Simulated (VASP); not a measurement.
Runs of VASP 6.6.1 on BP. The structure is that of space group F-43m (No. 216), or close to it. The cells are those of the table. 

| cell | gap on the mesh (eV) | pressure (GPa) |
| --- | --- | --- |
| a = 3.185, b = 3.185, c = 3.112 Å, angles 60.8, 60.8, 58.5°, 2 atoms | 1.01 | 7.9 |
| a = 3.136, b = 3.136, c = 3.160 Å, angles 59.7, 59.7, 60.5°, 2 atoms | 1.11 | (a) |
| a = 3.136, b = 3.136, c = 3.112 Å, angles 60.3, 60.3, 59.5°, 2 atoms | 1.22 | (c) |
| a = 3.160, b = 3.160, c = 3.208 Å, angles 59.5, 59.5, 61.0°, 2 atoms | 0.92 | 4.9 |
| a = 3.304 Å, angles 60.0°, 2 atoms | (b) | -13.1 |
| a = 3.160, b = 3.160, c = 3.112 Å, angles 60.5, 60.5, 59.0°, 2 atoms | 1.11 | 11.0 |
| a = 3.112 Å, angles 60.0°, 2 atoms | 1.32 | 17.7 |
| a = 3.184, b = 3.184, c = 3.160 Å, angles 60.3, 60.3, 59.5°, 2 atoms | 1.28 | 4.9 |

Alike in all rows: task single point; level r2SCAN; potentials or basis VASP PAW PBE potentials, release 64 (B, P); no spin polarisation; k mesh 10 × 10 × 10; cutoff (eV) 520; smearing gaussian 0.05 eV.

Problem. Estimate the missing entries.

Solution. (a) 10.9; (b) 1.56; (c) 14.2.

Caveats: the PAW data sets were made with another functional, which shifts forces and pressure a little; the cell stands under pressure (at least some runs); the cell stands under tension (at least some runs).

A k mesh can miss the band edges.
